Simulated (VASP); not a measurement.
# TePb (Fm-3m) in VASP: single point with PBE

Aim: the single point of TePb with PBE.

Everything below comes from runs of VASP 6.6.1. Logs are shortened: lines on timing, memory, paths and dates and some standing lists are left out, and cuts for length are marked.

## Step 1: The cell of the first run

The structure is cubic, space group Fm-3m (No. 225). Conventional cell: a = 6.462 Å, b = 6.462 Å, c = 6.462 Å, α = 90.00°, β = 90.00°, γ = 90.00°. Within 4.3 Å of Te (site symmetry m-3m) lie 6 Pb at 3.23 Å. Within 4.3 Å of Pb (site symmetry m-3m) lie 6 Te at 3.23 Å.

## Step 2: Single point, PBE

Input file INCAR:

```
  PREC = Accurate
  ENCUT = 520
  EDIFF = 1E-6
  ISMEAR = 0
  SIGMA = 0.01
  LREAL = F
  LASPH = T
  NELM = 100
  ALGO = Normal
  ISIF = 2
  LWAVE = F
  LCHARG = T
  GGA = PE
  LELF = T
  LVHAR = T
  NBANDS = 17
```

Input file KPOINTS:

```
Automatic mesh
0
Gamma
  4 4 4
```

Input file POSCAR:

```
TePb
1.0
    0.0000000000      3.2310000000      3.2310000000
    3.2310000000      0.0000000000      3.2310000000
    3.2310000000      3.2310000000      0.0000000000
Te Pb
1 1
Direct
    0.5000000000      0.5000000000      0.5000000000
    0.0000000000      0.0000000000      0.0000000000
```

Potentials or basis: VASP PAW PBE potentials, release 64 (Te, Pb_d).

Started as:

```
> cat potpaw_PBE.64/Te/POTCAR potpaw_PBE.64/Pb_d/POTCAR > POTCAR
> mpirun -np 1 vasp_std > vasp.out
```

OUTCAR:

```text
PREC = Accurate
   ENCUT = 520
   EDIFF = 1E-6
   ISMEAR = 0
   LREAL = F
   LASPH = T
   NELM = 100
   ISIF = 2
   GGA = PE

 ion  position               nearest neighbor table
   1  0.500  0.500  0.500-   2 3.23   2 3.23   2 3.23   2 3.23   2 3.23   2 3.23
   2  0.000  0.000  0.000-   1 3.23   1 3.23   1 3.23   1 3.23   1 3.23   1 3.23

  LATTYP: Found a face centered cubic cell.
 ALAT       =     6.4620000000

  Lattice vectors:

 A1 = (   0.0000000000,   3.2310000000,   3.2310000000)
 A2 = (   3.2310000000,   0.0000000000,   3.2310000000)
 A3 = (   3.2310000000,   3.2310000000,   0.0000000000)

Analysis of symmetry for initial positions (statically):
=====================================================================
 Subroutine PRICEL returns:
 Original cell was already a primitive cell.

 Routine SETGRP: Setting up the symmetry group for a
 face centered cubic supercell.

 Subroutine GETGRP returns: Found 48 space group operations
 (whereof 48 operations were pure point group operations)
 out of a pool of 48 trial point group operations.

The static configuration has the point symmetry O_h .

Analysis of symmetry for dynamics (positions and initial velocities):
=====================================================================
 Subroutine PRICEL returns:
 Original cell was already a primitive cell.

 Routine SETGRP: Setting up the symmetry group for a
 face centered cubic supercell.

 Subroutine GETGRP returns: Found 48 space group operations
 (whereof 48 operations were pure point group operations)
 out of a pool of 48 trial point group operations.

The dynamic configuration has the point symmetry O_h .

 Subroutine INISYM returns: Found 48 space group operations
 (whereof 48 operations are pure point group operations),
 and found     1 'primitive' translations

----------------------------------------------------------------------------------------

                                     Primitive cell

  volume of cell :      67.4592

  direct lattice vectors                    reciprocal lattice vectors
     0.000000000  3.231000000  3.231000000    -0.154750851  0.154750851  0.154750851
     3.231000000  0.000000000  3.231000000     0.154750851 -0.154750851  0.154750851
[... 62 lines left out ...]
   ISPIN  =      1    spin polarized calculation?
   LNONCOLLINEAR =      F non collinear calculations
   LSORBIT =      F    spin-orbit coupling
   LASPH  =      T    aspherical Exc in radial PAW
   ENCUT  =  520.0 eV  38.22 Ry    6.18 a.u.   8.50  8.50  8.50*2*pi/ulx,y,z
   NELM   =    100;   NELMIN=  2; NELMDL= -5     # of ELM steps
   EDIFF  = 0.1E-05   stopping-criterion for ELM
   LREAL  =      F    real-space projection
   EDIFFG = 0.1E-04   stopping-criterion for IOM
   NSW    =      0    number of steps for IOM
   IBRION =     -1    ionic relax: 0-MD 1-quasi-New 2-CG
   NFREE  =      0    steps in history (QN), initial steepest desc. (CG)
   ISIF   =      2    stress and relaxation
   ISYM   =      2    0-nonsym 1-usesym 2-fastsym
   POTIM  = 0.5000    time-step for ionic-motion
   TEBEG  =    0.0;   TEEND  =   0.0 temperature during run
   PSTRESS=    0.0 pullay stress
   NELECT =      20.0000    total number of electrons
   NUPDOWN=      -1.0000    fix difference up-down
   EMIN   =  10.00;   EMAX   =-10.00  energy-range for DOS
   EFERMI =   0.00;   METHOD = LEGACY
   ISMEAR =     0;   SIGMA  =   0.01  broadening in eV -4-tet -1-fermi 0-gaus
   EFERMI_NEDOS =   21; number of points for ismear=-14 and -15
   IALGO  =     38    algorithm
   IMIX   =      4    mixing-type and parameters
     AMIX     =   0.40;   BMIX     =  1.00
     AMIX_MAG =   1.60;   BMIX_MAG =  1.00
  volume/ion in A,a.u.               =      33.73       227.62
  Fermi-wavevector in a.u.,A,eV,Ry     =   1.091619  2.062861 16.213147  1.191633
  Thomas-Fermi vector in A             =   2.227868
   LORBIT       =      0    0 simple, 1 ext, 2 COOP (PROOUT), +10 PAW based schemes
   GGA     = PE    functional components
   LHFCALC =     F    Hartree Fock is set to
   AEXX    =    0.0000 exact exchange contribution
   IVDW    =     0    specifies the selected vdW correction
   LEPSILON=     F    determine dielectric tensor
   LRPA    =     F    only Hartree local field effects (RPA)
 non-spin polarized calculation
 Gauss-broadening in eV      SIGMA  =   0.01
  energy-cutoff  :      520.00
  volume of cell :       67.46
 maximum number of plane-waves:      1837
 NGX is ok and might be reduce to    36
   NGX = 17   NGY = 17   NGZ = 17

 number of electron      20.0000003 magnetization

 Free energy of the ion-electron system (eV)
  ---------------------------------------------------
  ext. energy  EPLUGINS =         0.00000000
  ---------------------------------------------------
  free energy    TOTEN  =        -7.49378453 eV

  energy without entropy =       -7.49378453  energy(sigma->0) =       -7.49378453

 E-fermi :   5.7482     XC(G=0):  -9.3041

 val. band max:        5.6221288412   @ k =   0.5000   0.0000   0.0000
 cond. band min:       6.3566359955   @ k =   0.5000   0.0000   0.0000
 fundamental gap:      0.7345071543
 Fermi energy:         5.7482421416

 k-point     1 :       0.0000    0.0000    0.0000
  band No.  band energies     occupation
      1     -11.1043      2.00000
      2     -11.1043      2.00000
      3     -11.0947      2.00000
      4     -11.0947      2.00000
      5     -11.0947      2.00000
      6      -6.3970      2.00000
[... 137 lines left out ...]
      4     -11.0872      2.00000
      5     -11.0687      2.00000
      6      -4.5550      2.00000
[... 9 lines left out ...]
     16      16.6640      0.00000
     17      16.7090      0.00000

------------------------ aborting loop because EDIFF is reached ----------------------------------------

  FORCE on cell =-STRESS in cart. coord.  units (eV):
  Direction    XX          YY          ZZ          XY          YZ          ZX
  --------------------------------------------------------------------------------------
  -------------------------------------------------------------------------------------
  Total        0.8756131      0.8756131      0.8756131     -0.0000000     -0.0000000      0.0000000
  in kB       20.7961042     20.7961042     20.7961042     -0.0000000     -0.0000000      0.0000000
  external PRESSURE =      20.7961042 kB  Pullay stress =       0.0000000 kB

 VOLUME and BASIS-vectors are now :
 -----------------------------------------------------------------------------
  energy-cutoff  :      520.00
  volume of cell :       67.46
      direct lattice vectors                 reciprocal lattice vectors
     0.000000000  3.231000000  3.231000000    -0.154750851  0.154750851  0.154750851
     3.231000000  0.000000000  3.231000000     0.154750851 -0.154750851  0.154750851
     3.231000000  3.231000000  0.000000000     0.154750851  0.154750851 -0.154750851

 POSITION                                       TOTAL-FORCE (eV/Angst)
 -----------------------------------------------------------------------------------
      3.23100      3.23100      3.23100        -0.000000      0.000000     -0.000000
      0.00000      0.00000      0.00000         0.000000      0.000000      0.000000
 -----------------------------------------------------------------------------------
    total drift:                               -0.000000      0.000000      0.000000

  FREE ENERGIE OF THE ION-ELECTRON SYSTEM (eV)
  ---------------------------------------------------
  free  energy   TOTEN  =        -7.4937845349 eV

  energy  without entropy=       -7.4937845349  energy(sigma->0) =       -7.49378453
```

OSZICAR:

```text
N       E                     dE             d eps       ncg     rms          rms(c)
DAV:   1     0.144417995024E+03    0.14442E+03   -0.90628E+03   272   0.114E+03
DAV:   2     0.194545765445E+01   -0.14247E+03   -0.13564E+03   297   0.292E+02
DAV:   3    -0.736887690457E+01   -0.93143E+01   -0.92735E+01   344   0.793E+01
DAV:   4    -0.760895587443E+01   -0.24008E+00   -0.23997E+00   342   0.140E+01
DAV:   5    -0.761628464961E+01   -0.73288E-02   -0.73283E-02   414   0.218E+00    0.340E+00
DAV:   6    -0.749554093096E+01    0.12074E+00   -0.27008E-01   357   0.361E+00    0.208E+00
DAV:   7    -0.749217423258E+01    0.33667E-02   -0.90054E-02   365   0.145E+00    0.945E-01
DAV:   8    -0.749391829113E+01   -0.17441E-02   -0.10957E-02   364   0.105E+00    0.171E-01
DAV:   9    -0.749373308259E+01    0.18521E-03   -0.15109E-03   426   0.413E-01    0.788E-02
DAV:  10    -0.749377981311E+01   -0.46731E-04   -0.16492E-04   348   0.946E-02    0.196E-02
DAV:  11    -0.749378471157E+01   -0.48985E-05   -0.36844E-05   388   0.488E-02    0.161E-02
DAV:  12    -0.749378453488E+01    0.17669E-06   -0.23157E-06   323   0.987E-03
   1 F= -.74937845E+01 E0= -.74937845E+01  d E =-.298304E-72
```

stdout:

```text
POSCAR found type information on POSCAR TePb
 POSCAR found :  2 types and       2 ions
 scaLAPACK will be used
 LDA part: xc-table for (Slater+PW92), standard interpolation
 POSCAR, INCAR and KPOINTS ok, starting setup
 FFT: planning ... GRIDC
 FFT: planning ... GRID_SOFT
 FFT: planning ... GRID
 WAVECAR not read
 entering main loop
```

It took 11 s on 1 thread of Intel Xeon Platinum 8488C (Sapphire Rapids), shared host; peak memory 0.2 GiB.

Results:

- Free energy: -7.4938 eV
- Pressure: 2.1 GPa
- Band gap on the k mesh: 0.73 eV, direct

Caveat: the k points lie up to 0.42 Å⁻¹ apart; spin-orbit coupling is left out, which moves the levels of the heavy elements. A k mesh can miss the band edges.
